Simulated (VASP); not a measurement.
# Sn7H8 in VASP: single point with PBE

Aim: the single point of Sn7H8 with PBE.

Program: VASP 6.6.1. These are calculated values, not measurements. Logs are shortened: lines on timing, memory, paths and dates and some standing lists are left out, and cuts for length are marked.

**1. The cell of the first run**

The cell holds a wire or tube with vacuum around it, 15 atoms: a = 16.500 Å, b = 17.900 Å, c = 4.706 Å, α = 90.00°, β = 90.00°, γ = 90.00°.

**2. Single point, PBE**

INCAR

```
SYSTEM = Sn7H8
  ALGO = Normal
  EDIFF = 1E-6
  ENCUT = 520
  GGA = PE
  ISIF = 2
  ISMEAR = 0
  LASPH = .TRUE.
  LCHARG = .TRUE.
  LELF = .TRUE.
  LREAL = Auto
  LVHAR = .TRUE.
  LWAVE = .FALSE.
  NBANDS = 66
  NELM = 100
  PREC = Accurate
  SIGMA = 0.05
```

KPOINTS

```
k-points
0
G
  1 1 12
  0 0 0
```

POSCAR

```
Sn7H8
1.0
   16.5000000000      0.0000000000      0.0000000000
    0.0000000000     17.9000000000      0.0000000000
    0.0000000000      0.0000000000      4.7055477920
Sn H
7 8
Direct
    0.6425923573      0.5000000000      0.0000000000
    0.5000000000      0.6858840644      0.5000000000
    0.5000000000      0.3141159356      0.5000000000
    0.6425923573      0.4070579678      0.5000000000
    0.3574076427      0.4070579678      0.5000000000
    0.3574076427      0.5000000000      0.0000000000
    0.5000000000      0.5929420322      0.0000000000
    0.7277059403      0.5554772326      0.0000000000
    0.5851135830      0.7413612970      0.5000000000
    0.4148864170      0.7413612970      0.5000000000
    0.5000000000      0.2586387030      0.7984507184
    0.5000000000      0.2586387030      0.2015492816
    0.7277059403      0.3515807352      0.5000000000
    0.2722940597      0.3515807352      0.5000000000
    0.2722940597      0.5554772326      0.0000000000
```

Potentials or basis: VASP PAW PBE potentials, release 64 (Sn_d, H).

Run with:

```bash
$ cat potpaw_PBE.64/Sn_d/POTCAR potpaw_PBE.64/H/POTCAR > POTCAR
$ mpirun -np 1 vasp_std > vasp.out
```

OUTCAR:

```text
SYSTEM = Sn7H8
   EDIFF = 1E-6
   ENCUT = 520
   GGA = PE
   ISIF = 2
   ISMEAR = 0
   LASPH = .TRUE.
   LREAL = Auto
   NELM = 100
   PREC = Accurate

 ion  position               nearest neighbor table
   1  0.643  0.500  0.000-   8 1.72   7 2.88   4 2.88   4 2.88
   2  0.500  0.686  0.500-   9 1.72  10 1.72   7 2.88   7 2.88
   3  0.500  0.314  0.500-  11 1.72  12 1.72   4 2.88   5 2.88
   4  0.643  0.407  0.500-  13 1.72   3 2.88   1 2.88   1 2.88
   5  0.357  0.407  0.500-  14 1.72   3 2.88   6 2.88   6 2.88
   6  0.357  0.500  0.000-  15 1.72   7 2.88   5 2.88   5 2.88
   7  0.500  0.593  0.000-   1 2.88   6 2.88   2 2.88   2 2.88
   8  0.728  0.555  0.000-   1 1.72
   9  0.585  0.741  0.500-   2 1.72
  10  0.415  0.741  0.500-   2 1.72
  11  0.500  0.259  0.798-   3 1.72
  12  0.500  0.259  0.202-   3 1.72
  13  0.728  0.352  0.500-   4 1.72
  14  0.272  0.352  0.500-   5 1.72
  15  0.272  0.555  0.000-   6 1.72

  LATTYP: Found a simple orthorhombic cell.
 ALAT       =     4.7055477920
 B/A-ratio  =     3.5064992918
 C/A-ratio  =     3.8040204438

  Lattice vectors:

 A1 = (   0.0000000000,   0.0000000000,   4.7055477920)
 A2 = (  16.5000000000,   0.0000000000,   0.0000000000)
 A3 = (   0.0000000000,  17.9000000000,   0.0000000000)

Analysis of symmetry for initial positions (statically):
=====================================================================
 Subroutine PRICEL returns:
 Original cell was already a primitive cell.

 Routine SETGRP: Setting up the symmetry group for a
 simple orthorhombic supercell.

 Subroutine GETGRP returns: Found  4 space group operations
 (whereof  4 operations were pure point group operations)
 out of a pool of  8 trial point group operations.

The static configuration has the point symmetry C_2v.

Analysis of symmetry for dynamics (positions and initial velocities):
=====================================================================
 Subroutine PRICEL returns:
 Original cell was already a primitive cell.

 Routine SETGRP: Setting up the symmetry group for a
 simple orthorhombic supercell.

 Subroutine GETGRP returns: Found  4 space group operations
 (whereof  4 operations were pure point group operations)
 out of a pool of  8 trial point group operations.

The dynamic configuration has the point symmetry C_2v.

 Subroutine INISYM returns: Found  4 space group operations
 (whereof  4 operations are pure point group operations),
 and found     1 'primitive' translations

----------------------------------------------------------------------------------------

                                     Primitive cell

  volume of cell :    1389.7835

  direct lattice vectors                    reciprocal lattice vectors
    16.500000000  0.000000000  0.000000000     0.060606061  0.000000000  0.000000000
     0.000000000 17.900000000  0.000000000     0.000000000  0.055865922  0.000000000
     0.000000000  0.000000000  4.705547792     0.000000000  0.000000000  0.212515109

  length of vectors
    16.500000000 17.900000000  4.705547792     0.060606061  0.055865922  0.212515109

  position of ions in fractional coordinates (direct lattice)
     0.642592357  0.500000000  0.000000000
     0.500000000  0.685884064  0.500000000
     0.500000000  0.314115936  0.500000000
     0.642592357  0.407057968  0.500000000
     0.357407643  0.407057968  0.500000000
     0.357407643  0.500000000  0.000000000
     0.500000000  0.592942032  0.000000000
     0.727705940  0.555477233  0.000000000
     0.585113583  0.741361297  0.500000000
     0.414886417  0.741361297  0.500000000
     0.500000000  0.258638703  0.798450718
     0.500000000  0.258638703  0.201549282
     0.727705940  0.351580735  0.500000000
     0.272294060  0.351580735  0.500000000
     0.272294060  0.555477233  0.000000000

  ion indices of the primitive-cell ions
   primitive index   ion index
                 1           1
                 2           2
                 3           3
                 4           4
                 5           5
                 6           6
                 7           7
                 8           8
                 9           9
                10          10
                11          11
                12          12
                13          13
                14          14
                15          15

----------------------------------------------------------------------------------------

 KPOINTS: k-points

Automatic generation of k-mesh.
 Grid dimensions read from file:
 generate k-points for:    1    1   12

 Generating k-lattice:

  Cartesian coordinates                     Fractional coordinates (reciprocal lattice)
     0.060606061  0.000000000  0.000000000     1.000000000  0.000000000  0.000000000
     0.000000000  0.055865922  0.000000000     0.000000000  1.000000000  0.000000000
     0.000000000  0.000000000  0.017709592     0.000000000  0.000000000  0.083333333

  Length of vectors
     0.060606061  0.055865922  0.017709592

  Shift w.r.t. Gamma in fractional coordinates (k-lattice)
     0.000000000  0.000000000  0.000000000

 Subroutine IBZKPT returns following result:
 ===========================================

 Found      7 irreducible k-points:

 Following reciprocal coordinates:
            Coordinates               Weight
  0.000000  0.000000  0.000000      1.000000
  0.000000  0.000000  0.083333      2.000000
  0.000000  0.000000  0.166667      2.000000
  0.000000  0.000000  0.250000      2.000000
  0.000000  0.000000  0.333333      2.000000
  0.000000  0.000000  0.416667      2.000000
  0.000000  0.000000  0.500000      1.000000
   k-points           NKPTS =      7   k-points in BZ     NKDIM =      7   number of bands    NBANDS=     66
   number of dos      NEDOS =    301   number of ions     NIONS =     15
   total plane-waves  NPLWV = 635040
   dimension x,y,z NGX =   126 NGY =  140 NGZ =   36
   dimension x,y,z NGXF=   252 NGYF=  280 NGZF=   72
   ions per type =               7   8
   NGX,Y,Z   is equivalent  to a cutoff of  12.70, 13.00, 12.72 a.u.
   NGXF,Y,Z  is equivalent  to a cutoff of  25.39, 26.00, 25.44 a.u.
 SYSTEM =  Sn7H8
   PREC   = accura    normal or accurate (medium, high low for compatibility)
   ISTART =      0    job   : 0-new  1-cont  2-samecut
   ICHARG =      2    charge: 1-file 2-atom 10-const
   ISPIN  =      1    spin polarized calculation?
   LNONCOLLINEAR =      F non collinear calculations
   LSORBIT =      F    spin-orbit coupling
   LASPH  =      T    aspherical Exc in radial PAW
   ENCUT  =  520.0 eV  38.22 Ry    6.18 a.u.  30.68 33.28  8.75*2*pi/ulx,y,z
   NELM   =    100;   NELMIN=  2; NELMDL= -5     # of ELM steps
   EDIFF  = 0.1E-05   stopping-criterion for ELM
   LREAL  =      T    real-space projection
   EDIFFG = 0.1E-04   stopping-criterion for IOM
   NSW    =      0    number of steps for IOM
   IBRION =     -1    ionic relax: 0-MD 1-quasi-New 2-CG
   NFREE  =      0    steps in history (QN), initial steepest desc. (CG)
   ISIF   =      2    stress and relaxation
   ISYM   =      2    0-nonsym 1-usesym 2-fastsym
   POTIM  = 0.5000    time-step for ionic-motion
   TEBEG  =    0.0;   TEEND  =   0.0 temperature during run
   PSTRESS=    0.0 pullay stress
   NELECT =     106.0000    total number of electrons
   NUPDOWN=      -1.0000    fix difference up-down
   EMIN   =  10.00;   EMAX   =-10.00  energy-range for DOS
   EFERMI =   0.00;   METHOD = LEGACY
   ISMEAR =     0;   SIGMA  =   0.05  broadening in eV -4-tet -1-fermi 0-gaus
   EFERMI_NEDOS =   21; number of points for ismear=-14 and -15
   IALGO  =     38    algorithm
   IMIX   =      4    mixing-type and parameters
     AMIX     =   0.40;   BMIX     =  1.00
     AMIX_MAG =   1.60;   BMIX_MAG =  1.00
  volume/ion in A,a.u.               =      92.65       625.25
  Fermi-wavevector in a.u.,A,eV,Ry     =   0.694269  1.311978  6.558135  0.482009
  Thomas-Fermi vector in A             =   1.776715
   LORBIT       =      0    0 simple, 1 ext, 2 COOP (PROOUT), +10 PAW based schemes
   GGA     = PE    functional components
   LHFCALC =     F    Hartree Fock is set to
   AEXX    =    0.0000 exact exchange contribution
   IVDW    =     0    specifies the selected vdW correction
   LEPSILON=     F    determine dielectric tensor
   LRPA    =     F    only Hartree local field effects (RPA)
 non-spin polarized calculation
 Gauss-broadening in eV      SIGMA  =   0.05
  energy-cutoff  :      520.00
  volume of cell :     1389.78
 maximum number of plane-waves:     37463
 NGX is ok and might be reduce to   126
   NGX = 61   NGY = 67   NGZ = 17

 number of electron     105.9999940 magnetization

 Free energy of the ion-electron system (eV)
  ---------------------------------------------------
  ext. energy  EPLUGINS =         0.00000000
  ---------------------------------------------------
  free energy    TOTEN  =       -50.48707247 eV

  energy without entropy =      -50.48707247  energy(sigma->0) =      -50.48707247

 E-fermi :  -2.9030     XC(G=0):  -2.5038

 val. band max:       -3.1345893557   @ k =   0.0000   0.0000   0.0000
 cond. band min:      -1.7445695271   @ k =   0.0000   0.0000   0.0000
 fundamental gap:      1.3900198286
 Fermi energy:        -2.9030025408

 k-point     1 :       0.0000    0.0000    0.0000
  band No.  band energies     occupation
      1     -24.0971      2.00000
      2     -24.0952      2.00000
      3     -24.0892      2.00000
      4     -24.0745      2.00000
      5     -24.0686      2.00000
      6     -24.0359      2.00000
[... 465 lines left out ...]
     64       1.7072      0.00000
     65       1.8765      0.00000
 [bands above 65 left out]

------------------------ aborting loop because EDIFF is reached ----------------------------------------

  FORCE on cell =-STRESS in cart. coord.  units (eV):
  Direction    XX          YY          ZZ          XY          YZ          ZX
  --------------------------------------------------------------------------------------
  -------------------------------------------------------------------------------------
  Total       -1.2059524     -1.7300794     -0.9275605      0.0000000      0.0000000      0.0000000
  in kB       -1.3902522     -1.9944789     -1.0693150      0.0000000      0.0000000      0.0000000
  external PRESSURE =      -1.4846820 kB  Pullay stress =       0.0000000 kB

 VOLUME and BASIS-vectors are now :
 -----------------------------------------------------------------------------
  energy-cutoff  :      520.00
  volume of cell :     1389.78
      direct lattice vectors                 reciprocal lattice vectors
    16.500000000  0.000000000  0.000000000     0.060606061  0.000000000  0.000000000
     0.000000000 17.900000000  0.000000000     0.000000000  0.055865922  0.000000000
     0.000000000  0.000000000  4.705547792     0.000000000  0.000000000  0.212515109

 POSITION                                       TOTAL-FORCE (eV/Angst)
 -----------------------------------------------------------------------------------
     10.60277      8.95000      0.00000        -0.404985     -0.353418      0.000000
      8.25000     12.27732      2.35277         0.000000     -0.553119     -0.000000
      8.25000      5.62268      2.35277         0.000000      0.517754     -0.000000
     10.60277      7.28634      2.35277        -0.417002      0.293433     -0.000000
      5.89723      7.28634      2.35277         0.417002      0.293433     -0.000000
      5.89723      8.95000      0.00000         0.404985     -0.353418     -0.000000
      8.25000     10.61366      0.00000         0.000000      0.093841     -0.000000
     12.00715      9.94304      0.00000         0.165560      0.137291     -0.000000
      9.65437     13.27037      2.35277         0.076269      0.132937     -0.000000
      6.84563     13.27037      2.35277        -0.076269      0.132937     -0.000000
      8.25000      4.62963      3.75715         0.000000     -0.098351      0.033823
      8.25000      4.62963      0.94840         0.000000     -0.098351     -0.033823
     12.00715      6.29330      2.35277         0.187771     -0.141130     -0.000000
      4.49285      6.29330      2.35277        -0.187771     -0.141130      0.000000
      4.49285      9.94304      0.00000        -0.165560      0.137291      0.000000
 -----------------------------------------------------------------------------------
    total drift:                                0.000000      0.005194     -0.000000

  FREE ENERGIE OF THE ION-ELECTRON SYSTEM (eV)
  ---------------------------------------------------
  free  energy   TOTEN  =       -50.4870724726 eV

  energy  without entropy=      -50.4870724726  energy(sigma->0) =      -50.48707247
```

Wall time 44 min (1 thread of Intel Xeon 8259CL, shared host); peak memory 1.3 GiB.

Results:

```yaml
Free_energy: -50.4871 eV
Largest_force: 0.553 eV/Å
Band_gap_on_the_k_mesh: 1.39 eV
```

Forces in eV/Å, atoms in the order of the input:
```
Sn  -0.405 -0.353  0.000
Sn   0.000 -0.553  0.000
Sn   0.000  0.518  0.000
Sn  -0.417  0.293  0.000
Sn   0.417  0.293  0.000
Sn   0.405 -0.353  0.000
Sn   0.000  0.094  0.000
H    0.166  0.137  0.000
H    0.076  0.133  0.000
H   -0.076  0.133  0.000
H    0.000 -0.098  0.034
H    0.000 -0.098 -0.034
H    0.188 -0.141  0.000
H   -0.188 -0.141  0.000
H   -0.166  0.137  0.000
```

Caveat: spin-orbit coupling is left out, which moves the levels of the heavy elements.
